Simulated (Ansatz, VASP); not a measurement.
# CO2 in VASP and in Ansatz

```
C O
1.0
     5.63000    0.00000    0.00000
     0.00000    5.63000    0.00000
     0.00000    0.00000    5.63000
C O
4 8
Direct
  0.00000 0.00000 0.00000
  0.50000 0.00000 0.50000
  0.50000 0.50000 0.00000
  0.00000 0.50000 0.50000
  0.11983 0.11983 0.11983
  0.38017 0.88017 0.61983
  0.61983 0.38017 0.88017
  0.88017 0.61983 0.38017
  0.88017 0.88017 0.88017
  0.61983 0.11983 0.38017
  0.38017 0.61983 0.11983
  0.11983 0.38017 0.61983
```

Alike in both runs: functional PBE; dispersion D3(BJ); k mesh 4 × 4 × 4; occupations gaussian, width 0.02 eV; no spin polarisation.

Ansatz relaxed the structure, and its values are those at the end. VASP's run is a single point on that final structure, the one shown.

|  | VASP | Ansatz |
| --- | --- | --- |
| version | VASP 6.6.1 | Ansatz 0.2.0 |
| potentials or method | VASP PAW PBE potentials, release 64 (C_h, O_h), cutoff 1340 eV | scalar-relativistic, plane waves, PAW |
| valence electrons in the cell | 64 | 64 |

Ansatz gave:

| Quantity | Value |
| --- | --- |
| gap on the k mesh at the Fermi level (eV) | 6.78 |
| least direct gap on the mesh (eV) | 6.78 |
| pressure (GPa) | 0.4 |

Q: What did VASP give for the same quantities?

A: gap on the k mesh at the Fermi level (eV): 6.79; least direct gap on the mesh (eV): 6.79; pressure (GPa): 0.1.

Ansatz's warnings: stress scf threshold loose.
